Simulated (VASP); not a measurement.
# Si (Fd-3m) in VASP: notebook

Runs on Si. Level: r2SCAN. Tasks: relaxation of cell and atoms.

Everything below comes from runs of VASP 6.6.1. Logs are shortened: lines on timing, memory, paths and dates and some standing lists are left out, and cuts for length are marked.

### Step 1. The cell of the first run

The structure is cubic, space group Fd-3m (No. 227). Conventional cell: a = 5.444 Å, b = 5.444 Å, c = 5.444 Å, α = 90.00°, β = 90.00°, γ = 90.00°. Within 3.1 Å of Si (site symmetry -43m) lie 4 Si at 2.36 Å.

### Step 2. Relaxation of cell and atoms, r2SCAN, target pressure 2 GPa, at which the enthalpy is minimised

File POSCAR:

```
Si
1.0
    0.0000000000      2.7220875855      2.7220875855
    2.7220875855      0.0000000000      2.7220875855
    2.7220875855      2.7220875855      0.0000000000
Si
2
Direct
    0.2500000000      0.2500000000      0.2500000000
    0.0000000000      0.0000000000      0.0000000000
```

File INCAR.step1:

```
SYSTEM = Si
  PREC = Accurate
  ENCUT = 600
  ISMEAR = 0
  SIGMA = 0.01
  LREAL = .FALSE.
  LASPH = .TRUE.
  NELM = 100
  GGA = PE
  ALGO = Normal
  EDIFF = 1E-4
  LWAVE = .TRUE.
  LCHARG = .FALSE.
```

File INCAR.step2:

```
SYSTEM = Si
  PREC = Accurate
  ENCUT = 600
  EDIFF = 1E-6
  ISMEAR = 0
  SIGMA = 0.01
  LREAL = .FALSE.
  LASPH = .TRUE.
  NELM = 100
  ALGO = Normal
  ISIF = 3
  LWAVE = .FALSE.
  LCHARG = .FALSE.
  METAGGA = R2SCAN
  LMIXTAU = .TRUE.
  IBRION = 2
  NSW = 100
  EDIFFG = -0.002
  PSTRESS = 20.0
  ISTART = 1
```

File KPOINTS:

```
Automatic mesh
0
G
  8 8 8
  0 0 0
```

Potentials or basis: VASP PAW PBE potentials, release 64 (Si).

Launch:

```sh
$ cat potpaw_PBE.64/Si/POTCAR > POTCAR
$ cp INCAR.step1 INCAR
$ mpirun -np 1 vasp_std > vasp.out
$ cp INCAR.step2 INCAR
$ mpirun -np 1 vasp_std > vasp.out
```

OUTCAR:

```text
SYSTEM = Si
   PREC = Accurate
   ENCUT = 600
   EDIFF = 1E-6
   ISMEAR = 0
   LREAL = .FALSE.
   LASPH = .TRUE.
   NELM = 100
   ISIF = 3
   METAGGA = R2SCAN
   IBRION = 2
   NSW = 100
   EDIFFG = -0.002
   PSTRESS = 20.0
   ISTART = 1

 ion  position               nearest neighbor table
   1  0.250  0.250  0.250-   2 2.36   2 2.36   2 2.36   2 2.36
   2  0.000  0.000  0.000-   1 2.36   1 2.36   1 2.36   1 2.36

  LATTYP: Found a face centered cubic cell.
 ALAT       =     5.4441751710

  Lattice vectors:

 A1 = (   0.0000000000,   2.7220875855,   2.7220875855)
 A2 = (   2.7220875855,   0.0000000000,   2.7220875855)
 A3 = (   2.7220875855,   2.7220875855,   0.0000000000)

Analysis of symmetry for initial positions (statically):
=====================================================================
 Subroutine PRICEL returns:
 Original cell was already a primitive cell.

 Routine SETGRP: Setting up the symmetry group for a
 face centered cubic supercell.

 Subroutine GETGRP returns: Found 48 space group operations
 (whereof 24 operations were pure point group operations)
 out of a pool of 48 trial point group operations.

The static configuration has the point symmetry T_d .
 The point group associated with its full space group is O_h .

Analysis of symmetry for dynamics (positions and initial velocities):
=====================================================================
 Subroutine PRICEL returns:
 Original cell was already a primitive cell.

 Routine SETGRP: Setting up the symmetry group for a
 face centered cubic supercell.

 Subroutine GETGRP returns: Found 48 space group operations
 (whereof 24 operations were pure point group operations)
 out of a pool of 48 trial point group operations.

The dynamic configuration has the point symmetry T_d .
 The point group associated with its full space group is O_h .

 Subroutine INISYM returns: Found 48 space group operations
 (whereof 24 operations are pure point group operations),
 and found     1 'primitive' translations

----------------------------------------------------------------------------------------

                                     Primitive cell

  volume of cell :      40.3400

  direct lattice vectors                    reciprocal lattice vectors
     0.000000000  2.722087586  2.722087586    -0.183682554  0.183682554  0.183682554
     2.722087586  0.000000000  2.722087586     0.183682554 -0.183682554  0.183682554
[... 91 lines left out ...]
   ISIF   =      3    stress and relaxation
   ISYM   =      2    0-nonsym 1-usesym 2-fastsym
   POTIM  = 0.5000    time-step for ionic-motion
   TEBEG  =    0.0;   TEEND  =   0.0 temperature during run
   PSTRESS=   20.0 pullay stress
   NELECT =       8.0000    total number of electrons
   NUPDOWN=      -1.0000    fix difference up-down
   EMIN   =  10.00;   EMAX   =-10.00  energy-range for DOS
   EFERMI =   0.00;   METHOD = LEGACY
   ISMEAR =     0;   SIGMA  =   0.01  broadening in eV -4-tet -1-fermi 0-gaus
   EFERMI_NEDOS =   21; number of points for ismear=-14 and -15
   IALGO  =     38    algorithm
   IMIX   =      4    mixing-type and parameters
     AMIX     =   0.40;   BMIX     =  1.00
     AMIX_MAG =   1.60;   BMIX_MAG =  1.00
  volume/ion in A,a.u.               =      20.17       136.11
  Fermi-wavevector in a.u.,A,eV,Ry     =   0.954683  1.804090 12.400629  0.911421
  Thomas-Fermi vector in A             =   2.083452
   LORBIT       =      0    0 simple, 1 ext, 2 COOP (PROOUT), +10 PAW based schemes
   METAGGA = R2SCAN    functional components
   LHFCALC =     F    Hartree Fock is set to
   AEXX    =    0.0000 exact exchange contribution
   IVDW    =     0    specifies the selected vdW correction
   LEPSILON=     F    determine dielectric tensor
   LRPA    =     F    only Hartree local field effects (RPA)
 conjugate gradient relaxation of ions
 non-spin polarized calculation
 Gauss-broadening in eV      SIGMA  =   0.01
  energy-cutoff  :      600.00
  volume of cell :       40.34
 maximum number of plane-waves:      1365
   NGX = 15   NGY = 15   NGZ = 15

--------------------------------------- Ionic step        1  -------------------------------------------

 number of electron       8.0000000 magnetization

 Free energy of the ion-electron system (eV)
  ---------------------------------------------------
  ext. energy  EPLUGINS =         0.00000000
  ---------------------------------------------------
  free energy    TOTEN  =       -17.54682457 eV

  energy without entropy =      -17.54682457  energy(sigma->0) =      -17.54682457

------------------------ aborting loop because EDIFF is reached ----------------------------------------

  FORCE on cell =-STRESS in cart. coord.  units (eV):
  Direction    XX          YY          ZZ          XY          YZ          ZX
  --------------------------------------------------------------------------------------
  -------------------------------------------------------------------------------------
  Total       -0.0573658     -0.0573658     -0.0573658      0.0000000      0.0000000      0.0000000
  in kB       -2.2783859     -2.2783859     -2.2783859      0.0000000      0.0000000      0.0000000
  external PRESSURE =     -22.2783859 kB  Pullay stress =      20.0000000 kB
[... 63 lines left out ...]
--------------------------------------- Ionic step        3  -------------------------------------------

 number of electron       8.0000000 magnetization

 Free energy of the ion-electron system (eV)
  ---------------------------------------------------
  ext. energy  EPLUGINS =         0.00000000
  ---------------------------------------------------
  free energy    TOTEN  =       -17.54210014 eV

  energy without entropy =      -17.54210014  energy(sigma->0) =      -17.54210014

 E-fermi :   5.9707     XC(G=0):  -9.9128

 val. band max:        5.8885090259   @ k =   0.0000   0.0000   0.0000
 cond. band min:       6.6795194118   @ k =   0.3750   0.3750   0.0000
 fundamental gap:      0.7910103859
 Fermi energy:         5.9707145029

 k-point     1 :       0.0000    0.0000    0.0000
  band No.  band energies     occupation
      1      -6.7424      2.00000
      2       5.8885      2.00000
      3       5.8885      2.00000
      4       5.8885      2.00000
      5       8.6533      0.00000
      6       8.6533      0.00000
      7       8.6533      0.00000
      8      10.0596      0.00000
[... 243 lines left out ...]
 k-point    24 :      -0.3750    0.2500    0.1250
  band No.  band energies     occupation
      1      -3.6761      2.00000
      2      -1.2422      2.00000
      3       2.2572      2.00000
      4       3.5849      2.00000
      5       9.2863      0.00000
      6       9.3144      0.00000
      7      12.2760      0.00000
      8      13.5426      0.00000

 [... further k-points ...]
[... 5 lines left out ...]
  --------------------------------------------------------------------------------------
  -------------------------------------------------------------------------------------
  Total        0.4924294      0.4924294      0.4924294     -0.0000000     -0.0000000      0.0000000
  in kB       19.9930672     19.9930672     19.9930672     -0.0000000     -0.0000000      0.0000000
  external PRESSURE =      -0.0069328 kB  Pullay stress =      20.0000000 kB
[... 21 lines left out ...]
  energy  without entropy=      -17.5421001379  energy(sigma->0) =      -17.54210014

  enthalpy is  TOTEN    =       -17.0494999947 eV   P V=        0.4926001432

 reached required accuracy - stopping structural energy minimisation
```

Run time: 78 s. Hardware: 1 thread of Intel Xeon Platinum 8488C (Sapphire Rapids), shared host; peak memory 0.18 GiB.

What came out:

```
Free energy                                            : -17.5421 eV
Relaxed volume                                         : 19.73 Å³/atom
Relaxed cell                                           : a = 3.821 Å, b = 3.821 Å, c = 3.821 Å, α = 60.00°, β = 60.00°, γ = 60.00°
Space group after relaxing (to 0.05 Å)                 : Fd-3m (No. 227)
Energy change on relaxing (the enthalpy is what falls) : +2.4 meV/atom
Ionic steps                                            : 3
Pressure after relaxing                                : 2.0 GPa
Band gap on the k mesh                                 : 0.79 eV, indirect (least direct gap 2.76 eV)
```

Step by step:
```
step  energy change (eV)  largest force (eV/Å)  pressure (GPa)  volume (Å³)
   1              0.0000                0.0000           -0.23        40.34
   2              0.0186                0.0000            4.07        38.72
   3              0.0047                0.0000            2.00        39.46
```

Final structure:
```xyz
2
Lattice="0.0000 2.7022 2.7022 2.7022 0.0000 2.7022 2.7022 2.7022 0.0000" Properties=species:S:1:pos:R:3 pbc="T T T"
Si    1.3511    1.3511    1.3511
Si    0.0000    0.0000    0.0000
```

Caveat: the cell is relaxed towards a set pressure, so the enthalpy falls and the energy may rise; the PAW data sets were made with another functional, which shifts forces and pressure a little. r2SCAN opens gaps a little over a GGA but as a rule still falls short of measured ones.

[end of part 1 of 4]
